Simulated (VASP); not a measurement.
# GaP (klda) (F-43m) in VASP: single point with LDA

Aim: the single point of GaP (klda) with LDA.

Program: VASP 6.6.1. These are calculated values, not measurements. Logs are shortened: lines on timing, memory, paths and dates and some standing lists are left out, and cuts for length are marked.

**1. The cell of the first run**

It takes space group F-43m (No. 216, cubic). Conventional cell: a = 5.391 Å, b = 5.391 Å, c = 5.391 Å, α = 90.00°, β = 90.00°, γ = 90.00°. Ga (site symmetry -43m) has 4 P at 2.33 Å within 3.1 Å. Within 3.1 Å of P (site symmetry -43m) lie 4 Ga at 2.33 Å.

**2. Single point, LDA**

The input, INCAR:

```
SYSTEM = GaP
PREC = Accurate
ENCUT = 520
EDIFF = 1E-7
ISMEAR = 0
SIGMA = 0.02
LREAL = .False.
LASPH = .True.
NELM = 60
ALGO = Normal
ISIF = 2
LWAVE = .False.
LCHARG = .True.
GGA = CA
LELF = .True.
LVHAR = .True.
NBANDS = 16
```

The input, KPOINTS:

```
Automatic mesh
0
Gamma
  8 8 8
  0 0 0
```

The input, POSCAR:

```
GaP
1.0
    0.0000000000      2.6957094396      2.6957094396
    2.6957094396      0.0000000000      2.6957094396
    2.6957094396      2.6957094396      0.0000000000
Ga P
1 1
Direct
    0.0000000000      0.0000000000      0.0000000000
    0.7500000000      0.7500000000      0.7500000000
```

Potentials or basis: VASP PAW LDA potentials, release 64 (Ga_d, P).

Started as:

```console
$ cat potpaw_LDA.64/Ga_d/POTCAR potpaw_LDA.64/P/POTCAR > POTCAR
$ mpirun -np 1 vasp_std > vasp.out
```

OUTCAR:

```text
SYSTEM = GaP
   PREC = Accurate
   ENCUT = 520
   EDIFF = 1E-7
   ISMEAR = 0
   LREAL = .False.
   LASPH = .True.
   NELM = 60
   ISIF = 2
   GGA = CA

 ion  position               nearest neighbor table
   1  0.000  0.000  0.000-   2 2.33   2 2.33   2 2.33   2 2.33
   2  0.750  0.750  0.750-   1 2.33   1 2.33   1 2.33   1 2.33

  LATTYP: Found a face centered cubic cell.
 ALAT       =     5.3914188792

  Lattice vectors:

 A1 = (   0.0000000000,   2.6957094396,   2.6957094396)
 A2 = (   2.6957094396,   0.0000000000,   2.6957094396)
 A3 = (   2.6957094396,   2.6957094396,   0.0000000000)

Analysis of symmetry for initial positions (statically):
=====================================================================
 Subroutine PRICEL returns:
 Original cell was already a primitive cell.

 Routine SETGRP: Setting up the symmetry group for a
 face centered cubic supercell.

 Subroutine GETGRP returns: Found 24 space group operations
 (whereof 24 operations were pure point group operations)
 out of a pool of 48 trial point group operations.

The static configuration has the point symmetry T_d .

Analysis of symmetry for dynamics (positions and initial velocities):
=====================================================================
 Subroutine PRICEL returns:
 Original cell was already a primitive cell.

 Routine SETGRP: Setting up the symmetry group for a
 face centered cubic supercell.

 Subroutine GETGRP returns: Found 24 space group operations
 (whereof 24 operations were pure point group operations)
 out of a pool of 48 trial point group operations.

The dynamic configuration has the point symmetry T_d .

 Subroutine INISYM returns: Found 24 space group operations
 (whereof 24 operations are pure point group operations),
 and found     1 'primitive' translations

----------------------------------------------------------------------------------------

                                     Primitive cell

  volume of cell :      39.1786

  direct lattice vectors                    reciprocal lattice vectors
     0.000000000  2.695709440  2.695709440    -0.185479931  0.185479931  0.185479931
     2.695709440  0.000000000  2.695709440     0.185479931 -0.185479931  0.185479931
     2.695709440  2.695709440  0.000000000     0.185479931  0.185479931 -0.185479931

  length of vectors
     3.812308850  3.812308850  3.812308850     0.321260664  0.321260664  0.321260664

  position of ions in fractional coordinates (direct lattice)
     0.000000000  0.000000000  0.000000000
     0.750000000  0.750000000  0.750000000

  ion indices of the primitive-cell ions
   primitive index   ion index
                 1           1
                 2           2

----------------------------------------------------------------------------------------

 KPOINTS: Automatic mesh

Automatic generation of k-mesh.
 Grid dimensions read from file:
 generate k-points for:    8    8    8

 Generating k-lattice:

  Cartesian coordinates                     Fractional coordinates (reciprocal lattice)
    -0.023184991  0.023184991  0.023184991     0.125000000  0.000000000  0.000000000
     0.023184991 -0.023184991  0.023184991     0.000000000  0.125000000  0.000000000
     0.023184991  0.023184991 -0.023184991     0.000000000  0.000000000  0.125000000

  Length of vectors
     0.040157583  0.040157583  0.040157583

  Shift w.r.t. Gamma in fractional coordinates (k-lattice)
     0.000000000  0.000000000  0.000000000

 Subroutine IBZKPT returns following result:
 ===========================================

 Found     29 irreducible k-points:

 Following reciprocal coordinates:
            Coordinates               Weight
  0.000000  0.000000  0.000000      1.000000
  0.125000  0.000000  0.000000      8.000000
  0.250000  0.000000  0.000000      8.000000
  0.375000  0.000000  0.000000      8.000000
  0.500000  0.000000  0.000000      4.000000
  0.125000  0.125000  0.000000      6.000000
[... 16 lines left out ...]
  0.500000  0.250000  0.125000     48.000000
 -0.375000  0.250000  0.125000     24.000000
 [... further k-points ...]
   k-points           NKPTS =     29   k-points in BZ     NKDIM =     29   number of bands    NBANDS=     16
   number of dos      NEDOS =    301   number of ions     NIONS =      2
   total plane-waves  NPLWV =  21952
   dimension x,y,z NGX =    28 NGY =   28 NGZ =   28
   dimension x,y,z NGXF=    56 NGYF=   56 NGZF=   56
   ions per type =               1   1
   NGX,Y,Z   is equivalent  to a cutoff of  12.21, 12.21, 12.21 a.u.
   NGXF,Y,Z  is equivalent  to a cutoff of  24.42, 24.42, 24.42 a.u.
 SYSTEM =  GaP
   PREC   = accura    normal or accurate (medium, high low for compatibility)
   ISTART =      0    job   : 0-new  1-cont  2-samecut
   ICHARG =      2    charge: 1-file 2-atom 10-const
   ISPIN  =      1    spin polarized calculation?
   LNONCOLLINEAR =      F non collinear calculations
   LSORBIT =      F    spin-orbit coupling
   LASPH  =      T    aspherical Exc in radial PAW
   ENCUT  =  520.0 eV  38.22 Ry    6.18 a.u.   7.09  7.09  7.09*2*pi/ulx,y,z
   NELM   =     60;   NELMIN=  2; NELMDL= -5     # of ELM steps
   EDIFF  = 0.1E-06   stopping-criterion for ELM
   LREAL  =      F    real-space projection
   EDIFFG = 0.1E-05   stopping-criterion for IOM
   NSW    =      0    number of steps for IOM
   IBRION =     -1    ionic relax: 0-MD 1-quasi-New 2-CG
   NFREE  =      0    steps in history (QN), initial steepest desc. (CG)
   ISIF   =      2    stress and relaxation
   ISYM   =      2    0-nonsym 1-usesym 2-fastsym
   POTIM  = 0.5000    time-step for ionic-motion
   TEBEG  =    0.0;   TEEND  =   0.0 temperature during run
   PSTRESS=    0.0 pullay stress
   NELECT =      18.0000    total number of electrons
   NUPDOWN=      -1.0000    fix difference up-down
   EMIN   =  10.00;   EMAX   =-10.00  energy-range for DOS
   EFERMI =   0.00;   METHOD = LEGACY
   ISMEAR =     0;   SIGMA  =   0.02  broadening in eV -4-tet -1-fermi 0-gaus
   EFERMI_NEDOS =   21; number of points for ismear=-14 and -15
   IALGO  =     38    algorithm
   IMIX   =      4    mixing-type and parameters
     AMIX     =   0.40;   BMIX     =  1.00
     AMIX_MAG =   1.60;   BMIX_MAG =  1.00
  volume/ion in A,a.u.               =      19.59       132.20
  Fermi-wavevector in a.u.,A,eV,Ry     =   1.263230  2.387159 21.711513  1.595751
  Thomas-Fermi vector in A             =   2.396598
   LORBIT       =      0    0 simple, 1 ext, 2 COOP (PROOUT), +10 PAW based schemes
   GGA     = CA    functional components
   LHFCALC =     F    Hartree Fock is set to
   AEXX    =    0.0000 exact exchange contribution
   IVDW    =     0    specifies the selected vdW correction
   LEPSILON=     F    determine dielectric tensor
   LRPA    =     F    only Hartree local field effects (RPA)
 non-spin polarized calculation
 Gauss-broadening in eV      SIGMA  =   0.02
  energy-cutoff  :      520.00
  volume of cell :       39.18
 maximum number of plane-waves:      1067
   NGX = 15   NGY = 15   NGZ = 15

 number of electron      17.9999998 magnetization

 Free energy of the ion-electron system (eV)
  ---------------------------------------------------
  ext. energy  EPLUGINS =         0.00000000
  ---------------------------------------------------
  free energy    TOTEN  =       -10.45076851 eV

  energy without entropy =      -10.45076851  energy(sigma->0) =      -10.45076851

 E-fermi :   4.9422     XC(G=0): -10.3105

 val. band max:        4.8480278997   @ k =   0.0000   0.0000   0.0000
 cond. band min:       6.2776645276   @ k =   0.5000   0.5000   0.0000
 fundamental gap:      1.4296366279
 Fermi energy:         4.9421556401

 k-point     1 :       0.0000    0.0000    0.0000
  band No.  band energies     occupation
      1      -9.9180      2.00000
      2      -9.9180      2.00000
      3      -9.9180      2.00000
      4      -9.8097      2.00000
      5      -9.8097      2.00000
      6      -7.9120      2.00000
[... 8 lines left out ...]
     15      14.6919      0.00000
     16      14.6919      0.00000

 k-point     2 :       0.1250    0.0000    0.0000
  band No.  band energies     occupation
      1      -9.9325      2.00000
      2      -9.9128      2.00000
      3      -9.9128      2.00000
      4      -9.8097      2.00000
      5      -9.8097      2.00000
      6      -7.7009      2.00000
[... 8 lines left out ...]
     15      14.0094      0.00000
     16      14.4231      0.00000

 k-point     3 :       0.2500    0.0000    0.0000
  band No.  band energies     occupation
      1      -9.9644      2.00000
      2      -9.9019      2.00000
      3      -9.9019      2.00000
      4      -9.8083      2.00000
      5      -9.8083      2.00000
      6      -7.1006      2.00000
[... 8 lines left out ...]
     15      13.8102      0.00000
     16      14.6115      0.00000

 k-point     4 :       0.3750    0.0000    0.0000
  band No.  band energies     occupation
      1      -9.9930      2.00000
      2      -9.8936      2.00000
      3      -9.8936      2.00000
      4      -9.8042      2.00000
      5      -9.8042      2.00000
      6      -6.2525      2.00000
[... 8 lines left out ...]
     15      15.0512      0.00000
     16      15.0512      0.00000

 k-point     5 :       0.5000    0.0000    0.0000
  band No.  band energies     occupation
      1     -10.0042      2.00000
      2      -9.8910      2.00000
      3      -9.8910      2.00000
      4      -9.8015      2.00000
      5      -9.8015      2.00000
      6      -5.7188      2.00000
[... 8 lines left out ...]
     15      16.6185      0.00000
     16      16.6185      0.00000

 k-point     6 :       0.1250    0.1250    0.0000
  band No.  band energies     occupation
      1      -9.9419      2.00000
      2      -9.9080      2.00000
      3      -9.9080      2.00000
      4      -9.8143      2.00000
      5      -9.8061      2.00000
      6      -7.6310      2.00000
[... 8 lines left out ...]
     15      14.8118      0.00000
     16      14.9408      0.00000

 k-point     7 :       0.2500    0.1250    0.0000
  band No.  band energies     occupation
      1      -9.9669      2.00000
      2      -9.8987      2.00000
      3      -9.8964      2.00000
      4      -9.8178      2.00000
      5      -9.8028      2.00000
      6      -7.1596      2.00000
[... 8 lines left out ...]
     15      14.9090      0.00000
     16      15.9011      0.00000

 k-point     8 :       0.3750    0.1250    0.0000
  band No.  band energies     occupation
      1      -9.9916      2.00000
      2      -9.8916      2.00000
      3      -9.8869      2.00000
      4      -9.8159      2.00000
      5      -9.7998      2.00000
      6      -6.3760      2.00000
[... 8 lines left out ...]
     15      15.6247      0.00000
     16      15.7912      0.00000

 k-point     9 :       0.5000    0.1250    0.0000
  band No.  band energies     occupation
      1     -10.0051      2.00000
      2      -9.8886      2.00000
      3      -9.8837      2.00000
      4      -9.8093      2.00000
      5      -9.8001      2.00000
      6      -5.6388      2.00000
[... 8 lines left out ...]
     15      16.6193      0.00000
     16      16.8285      0.00000
[... 172 lines left out ...]
 k-point    19 :       0.5000    0.3750    0.0000
  band No.  band energies     occupation
      1     -10.0332      2.00000
      2      -9.8573      2.00000
      3      -9.8518      2.00000
      4      -9.8420      2.00000
      5      -9.7892      2.00000
      6      -4.9975      2.00000
[... 8 lines left out ...]
     15      16.9571      0.00000
     16      18.1949      0.00000

 k-point    20 :      -0.3750    0.3750    0.0000
  band No.  band energies     occupation
      1     -10.0243      2.00000
      2      -9.8683      2.00000
      3      -9.8563      2.00000
      4      -9.8316      2.00000
      5      -9.7962      2.00000
      6      -4.7894      2.00000
[... 8 lines left out ...]
     15      15.2815      0.00000
     16      19.6609      0.00000

 k-point    21 :       0.5000    0.5000    0.0000
  band No.  band energies     occupation
      1     -10.0418      2.00000
      2      -9.8504      2.00000
      3      -9.8464      2.00000
      4      -9.8464      2.00000
      5      -9.7856      2.00000
      6      -4.7551      2.00000
[... 8 lines left out ...]
     15      17.3559      0.00000
     16      17.9167      0.00000

 k-point    22 :       0.3750    0.2500    0.1250
  band No.  band energies     occupation
      1      -9.9885      2.00000
      2      -9.8889      2.00000
      3      -9.8845      2.00000
      4      -9.8220      2.00000
      5      -9.7997      2.00000
      6      -6.5891      2.00000
[... 8 lines left out ...]
     15      16.0339      0.00000
     16      17.2610      0.00000

 k-point    23 :       0.5000    0.2500    0.1250
  band No.  band energies     occupation
      1     -10.0042      2.00000
      2      -9.8852      2.00000
      3      -9.8744      2.00000
      4      -9.8197      2.00000
      5      -9.7999      2.00000
      6      -5.7862      2.00000
[... 8 lines left out ...]
     15      16.4107      0.00000
     16      17.7196      0.00000

 k-point    24 :      -0.3750    0.2500    0.1250
  band No.  band energies     occupation
      1     -10.0100      2.00000
      2      -9.8847      2.00000
      3      -9.8710      2.00000
      4      -9.8157      2.00000
      5      -9.8017      2.00000
      6      -5.2879      2.00000
[... 8 lines left out ...]
     15      16.8435      0.00000
     16      17.4324      0.00000

 [... further k-points ...]
[... 5 lines left out ...]
  --------------------------------------------------------------------------------------
  -------------------------------------------------------------------------------------
  Total        0.0279947      0.0279947      0.0279947     -0.0000000      0.0000000     -0.0000000
  in kB        1.1448199      1.1448199      1.1448199     -0.0000000      0.0000000     -0.0000000
  external PRESSURE =       1.1448199 kB  Pullay stress =       0.0000000 kB

 VOLUME and BASIS-vectors are now :
 -----------------------------------------------------------------------------
  energy-cutoff  :      520.00
  volume of cell :       39.18
      direct lattice vectors                 reciprocal lattice vectors
     0.000000000  2.695709440  2.695709440    -0.185479931  0.185479931  0.185479931
     2.695709440  0.000000000  2.695709440     0.185479931 -0.185479931  0.185479931
     2.695709440  2.695709440  0.000000000     0.185479931  0.185479931 -0.185479931

 POSITION                                       TOTAL-FORCE (eV/Angst)
 -----------------------------------------------------------------------------------
      0.00000      0.00000      0.00000         0.000000      0.000000      0.000000
      4.04356      4.04356      4.04356        -0.000000     -0.000000     -0.000000
 -----------------------------------------------------------------------------------
    total drift:                               -0.000000     -0.000000     -0.000000

  FREE ENERGIE OF THE ION-ELECTRON SYSTEM (eV)
  ---------------------------------------------------
  free  energy   TOTEN  =       -10.4507685096 eV

  energy  without entropy=      -10.4507685096  energy(sigma->0) =      -10.45076851
```

Run time: 27 s. Hardware: 1 thread of AMD EPYC 7R43 (Zen 3), shared host; peak memory 0.11 GiB.

What came out:

```yaml
Free_energy: -10.4508 eV
Pressure: 0.1 GPa
Band_gap_on_the_k_mesh: 1.43 eV, indirect (least direct gap 1.91 eV)
```
